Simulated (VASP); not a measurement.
A run of VASP 6.6.1:

The input POSCAR:

```
Ta
1.0
    3.3707580209      0.0000000000      0.0000000000
    0.0000000000      3.2881414027      0.0000000000
    0.0000000000      0.0000000000      3.2881414027
Ta
2
Direct
    0.0000000000      0.0000000000      0.0000000000
    0.5000000000      0.5000000000      0.5000000000
```

Contents of INCAR.step1:

```
PREC     = Accurate       # precision mode
ENCUT    = 520            # plane-wave cutoff, eV
ISMEAR   = 0              # smearing method
SIGMA    = 0.1            # smearing width, eV
LREAL    = False          # projectors in reciprocal space
LASPH    = True           # aspherical terms in the spheres
NELM     = 80             # most SCF steps
NBANDS   = 18             # bands
GGA      = PE             # functional
ALGO     = Normal         # electronic algorithm
EDIFF    = 1E-4           # SCF threshold, eV
LWAVE    = True           # write WAVECAR
LCHARG   = False          # write CHGCAR
```

The input INCAR.step2:

```
PREC     = Accurate       # precision mode
ENCUT    = 520            # plane-wave cutoff, eV
EDIFF    = 1E-7           # SCF threshold, eV
ISMEAR   = 0              # smearing method
SIGMA    = 0.1            # smearing width, eV
LREAL    = False          # projectors in reciprocal space
LASPH    = True           # aspherical terms in the spheres
NELM     = 80             # most SCF steps
ALGO     = Normal         # electronic algorithm
ISIF     = 2              # what is computed and relaxed
LWAVE    = False          # write WAVECAR
LCHARG   = False          # write CHGCAR
METAGGA  = R2SCAN         # meta-GGA
LMIXTAU  = True         
NBANDS   = 18             # bands
ISTART   = 1
```

KPOINTS

```
regular mesh
0
Gamma
  16 16 16
```

Potentials or basis: VASP PAW PBE potentials, release 64 (Ta_pv).

The run is started by

```console
$ cat potpaw_PBE.64/Ta_pv/POTCAR > POTCAR
$ cp INCAR.step1 INCAR
$ mpirun -np 1 vasp_std > vasp.out
$ cp INCAR.step2 INCAR
$ mpirun -np 1 vasp_std > vasp.out
```

Hardware: 1 thread of Intel(R) Xeon(R) 6975P-C (Granite Rapids), on a shared host.

Estimate the wall time of this run.

Wall time 3.8 min on 1 thread of Intel(R) Xeon(R) 6975P-C (Granite Rapids) (shared host), peak memory 0.32 GiB. Counts: k points 405.
